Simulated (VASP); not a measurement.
A run of VASP 6.6.1 is set up as follows.

INCAR

```
  ALGO = Normal
  EDIFF = 1E-6
  ENCUT = 910
  GGA_COMPAT = False
  ISIF = 2
  ISMEAR = 0
  LASPH = True
  LCHARG = False
  LREAL = False
  LWAVE = False
  NBANDS = 16
  NELM = 120
  PREC = Accurate
  SIGMA = 0.01
```

Contents of KPOINTS:

```
k-points
0
Gamma
  10 10 10
```

The input POSCAR:

```
GaN
1.0
    0.0000000000      2.1946662504      2.1946662504
    2.1946662504      0.0000000000      2.1946662504
    2.1946662504      2.1946662504      0.0000000000
Ga N
1 1
Direct
    0.0000000000      0.0000000000      0.0000000000
    0.2500000000      0.2500000000      0.2500000000
```

Potentials or basis: VASP PAW LDA potentials, release 64 (Ga_d, N_h).

Launch:

```console
$ cat potpaw_LDA.64/Ga_d/POTCAR potpaw_LDA.64/N_h/POTCAR > POTCAR
$ mpirun -np 1 vasp_std > vasp.out
```

Question: What does it give for the band gap on the k mesh?

Answer: 2.26 eV, direct.

Question: What does it give for the pressure?

Answer: 11.0 GPa.

Caveat: the cutoff is under 1.25 times the usual one of these potentials, so pressure, stress and relaxed cells hold a basis-set (Pulay) error. A hybrid or GW would open this gap; LDA tends to underestimate it.
